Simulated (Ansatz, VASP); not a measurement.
## One calculation of CdS, two programs

```
Cd S
1.0
     3.78771    0.00000    0.00000
    -1.89385    3.28025    0.00000
     0.00000    0.00000    6.83277
Cd S
2 2
Cartesian
  0.0000 2.1868 5.1246
  1.8939 1.0934 1.7082
  0.0000 0.0000 0.0000
  0.0000 0.0000 3.4164
```

Alike in both runs: functional PBE; k mesh 6 × 6 × 4; occupations gaussian, width 0.1 eV; no spin polarisation.

Ansatz relaxed the structure, and its values are those at the end. VASP's run is a single point on that final structure, the one shown.

|  | VASP | Ansatz |
| --- | --- | --- |
| version | VASP 6.6.1 | Ansatz 0.2.0 |
| potentials or method | VASP PAW PBE potentials, release 64 (Cd, S), cutoff 520 eV | scalar-relativistic, plane waves, PAW |
| valence electrons in the cell | 36 | 52 |

Ansatz gave:

| Property | Result |
| --- | --- |
| gap on the k mesh at the Fermi level (eV) | none |
| pressure (GPa) | 0.1 |

Task: Which values does VASP return?

Result: gap on the k mesh at the Fermi level (eV): none; pressure (GPa): 0.5.

A gap of «none» marks a metal or a gap that the smearing closes. VASP's potentials hold 36 valence electrons a cell and Ansatz's 52, so a difference there can come from the potentials and not from the codes.
